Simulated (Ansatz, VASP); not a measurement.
# One calculation of Si2Ge, two programs

File INCAR:

```
SYSTEM = Si2Ge
PREC     = Accurate       ! precision mode
ENCUT    = 520            ! plane-wave cutoff, eV
EDIFF    = 1E-7           ! SCF threshold, eV
ISMEAR   = 0              ! smearing method
SIGMA    = 0.1            ! smearing width, eV
LREAL    = .False.        ! projectors in reciprocal space
LASPH    = .True.         ! aspherical terms in the spheres
NELM     = 60             ! most SCF steps
ALGO     = Normal         ! electronic algorithm
ISIF     = 2              ! what is computed and relaxed
LWAVE    = .False.        ! write WAVECAR
LCHARG   = .False.        ! write CHGCAR
GGA      = PE             ! functional
NBANDS   = 31             ! bands
```

KPOINTS

```
Automatic mesh
0
Gamma
  6 6 2
  0 0 0
```

File POSCAR:

```
Si2Ge
1.0
    2.8924087400      0.0000000000      0.0000000000
   -1.4462043700      2.5048994500      0.0000000000
    0.0000000000      0.0000000000     13.7129361600
Si Ge
4 2
Direct
    0.3333333300      0.6666666700      0.0000000000
    0.6666666700      0.3333333300      0.8333333300
    0.6666666700      0.3333333300      0.1666666700
    0.6666666700      0.3333333300      0.5000000000
    0.3333333300      0.6666666700      0.6666666700
    0.3333333300      0.6666666700      0.3333333300
```

Input for Ansatz:

```yaml
crystal:
  lattice:
    - [2.89240874, 0.0, 0.0]
    - [-1.44620437, 2.50489945, 0.0]
    - [0.0, 0.0, 13.71293616]
  atoms:
    - { symbol: Si, position: [0.33333333, 0.66666667, 0.0] }
    - { symbol: Si, position: [0.66666667, 0.33333333, 0.83333333] }
    - { symbol: Si, position: [0.66666667, 0.33333333, 0.16666667] }
    - { symbol: Si, position: [0.66666667, 0.33333333, 0.5] }
    - { symbol: Ge, position: [0.33333333, 0.66666667, 0.66666667] }
    - { symbol: Ge, position: [0.33333333, 0.66666667, 0.33333333] }
basis:
  ecutwfc: 420
kpoints:
  mp_grid: { grid: [6, 6, 2] }
hamiltonian:
  xc: pbe
scf:
  occupations: { method: gaussian, width: 0.1 }
  lower_state_search: "off"
output:
  forces: true
  stress: true
  eigenvalues: true
```

Alike in both runs: task single point; functional PBE; k mesh 6 × 6 × 2; occupations gaussian, width 0.1 eV; no spin polarisation.

|  | VASP | Ansatz |
| --- | --- | --- |
| version | VASP 6.6.1 | Ansatz 0.2.0 |
| potentials or method | VASP PAW PBE potentials, release 64 (Si, Ge_d), cutoff 520 eV | scalar-relativistic, plane waves, PAW |
| valence electrons in the cell | 44 | 44 |

```csv
,VASP,Ansatz,Ansatz less VASP
gap on the k mesh at the Fermi level (eV),none,none,-
pressure (GPa),-1.0,-1.0,+0.01
"traceless stress, the component that is largest in VASP (GPa)",-3.02,-3.02,0.000
rms of the force components (eV/Å),0.158,0.157,-0.0012
```

Atom by atom the forces differ by 0.001 eV/Å (rms over components). A gap of «none» marks a metal or a gap that the smearing closes.

The k mesh is coarse, so the values compare programs but aren't converged.
